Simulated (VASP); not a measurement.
## PbS: electric field gradients with PBE

The system is PbS.

```
CELL_PARAMETERS angstrom
-0.04448 2.96500 2.96500
2.96500 -0.04448 2.96500
2.92053 2.92053 0.00000
ATOMIC_POSITIONS crystal
Pb 0.00000 0.00000 0.00000
S 0.50000 0.50000 0.50000
```

This cell differs from its parent crystal: xy shear strain of -3 %.

| Property | Result |
| --- | --- |
| Program | VASP 6.6.1 |
| Task | electric field gradients |
| Functional | PBE |
| Potentials or basis | VASP PAW PBE potentials, release 64 (Pb_d, S) |
| Cutoff | 520 eV |
| k mesh | 7 × 7 × 7 |
| Occupations | fermi-dirac, width 0.01 eV |
| Spin | no spin polarisation |
| Dipole correction | no |
| Further INCAR settings | ALGO = Normal; EDIFF = 1e-08; NBANDS = 17 |

* Pressure: 2.2 GPa
* Band gap on the k mesh: 0.82 eV, indirect (least direct gap 0.92 eV)

Stress tensor (GPa, compression positive):
```
2.16 0.58 0.00
0.58 2.16 0.00
0.00 0.00 2.14
```

Levels at points of the mesh, in eV from the valence-band top:
| k point | band 8 | band 9 | band 10 | band 11 | band 12 | band 13 |
| --- | --- | --- | --- | --- | --- | --- |
| (0.00, 0.00, 0.00) | -2.08 | -1.97 | -1.86 | 5.42 | 5.42 | 5.44 |

Electric field gradients, principal values (V/Å²):
```csv
atom,least,middle,greatest (by size)
1 Pb,-0.460,-2.991,3.451
2 S,0.112,4.404,-4.516
```

Wall time 110 s on 1 thread of Intel Xeon 6975P-C, on a shared host, peak memory 0.21 GiB.

Caveat: the cell differs from its parent crystal (xy shear strain of -3 %); without QUAD_EFG the Cq values of the log hold for a quadrupole moment of 1 mb, not for the nuclei; spin-orbit coupling is left out, which moves the levels of the heavy elements. A k mesh can miss the band edges.
